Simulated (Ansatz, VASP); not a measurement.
## Two plane-wave programs on ScAl3

The input INCAR:

```
PREC = Accurate
ENCUT = 520
EDIFF = 1E-6
ISMEAR = 0
SIGMA = 0.15
LREAL = F
LASPH = T
NELM = 80
ALGO = Fast
ISIF = 2
LWAVE = F
LCHARG = F
GGA = PE
NBANDS = 18
```

File KPOINTS:

```
regular mesh
0
Gamma
  12 12 12
```

The input POSCAR:

```
ScAl3
1.0
    4.1053305968      0.0000000000      0.0000000000
    0.0000000000      4.1053305968      0.0000000000
    0.0000000000      0.0000000000      4.1053305968
Sc Al
1 3
Direct
    0.0000000000      0.0000000000      0.0000000000
    0.4655517740      0.0344482260      0.5000000000
    0.0000000000      0.5000000000      0.5000000000
    0.5000000000      0.5000000000      0.0000000000
```

Input for Ansatz:

```yaml
crystal:
  lattice:
    - [4.1053305968, 0.0, 0.0]
    - [0.0, 4.1053305968, 0.0]
    - [0.0, 0.0, 4.1053305968]
  atoms:
    - { symbol: Sc, position: [0.0, 0.0, 0.0] }
    - { symbol: Al, position: [0.465551774, 0.034448226, 0.5] }
    - { symbol: Al, position: [0.0, 0.5, 0.5] }
    - { symbol: Al, position: [0.5, 0.5, 0.0] }
basis:
  ecutwfc: 420
kpoints:
  mp_grid: { grid: [12, 12, 12] }
hamiltonian:
  xc: pbe
scf:
  occupations: { method: gaussian, width: 0.15 }
output:
  forces: true
  stress: true
  eigenvalues: true
```

Alike in both runs: task single point; functional PBE; k mesh 12 × 12 × 12; occupations gaussian, width 0.15 eV; no spin polarisation.

```csv
,VASP,Ansatz
version,VASP 6.6.1,Ansatz 0.2.0
potentials or method,"VASP PAW PBE potentials, release 64 (Sc_sv, Al), cutoff 520 eV","scalar-relativistic, plane waves, PAW"
valence electrons in the cell,20,20
```

VASP gave:

```
gap on the k mesh at the Fermi level (eV)                     : none
pressure (GPa)                                                : 0.8
traceless stress, the component that is largest in VASP (GPa) : -0.58
rms of the force components (eV/Å)                            : 0.393
```

Task: Estimate Ansatz's values.

Result: gap on the k mesh at the Fermi level (eV): none; pressure (GPa): 0.7; traceless stress, the component that is largest in VASP (GPa): -0.58; rms of the force components (eV/Å): 0.393.

Atom by atom the forces differ by 0.001 eV/Å (rms over components). A gap of «none» marks a metal or a gap that the smearing closes. With one functional, cell and mesh, what is left measures potentials, basis and numerics.
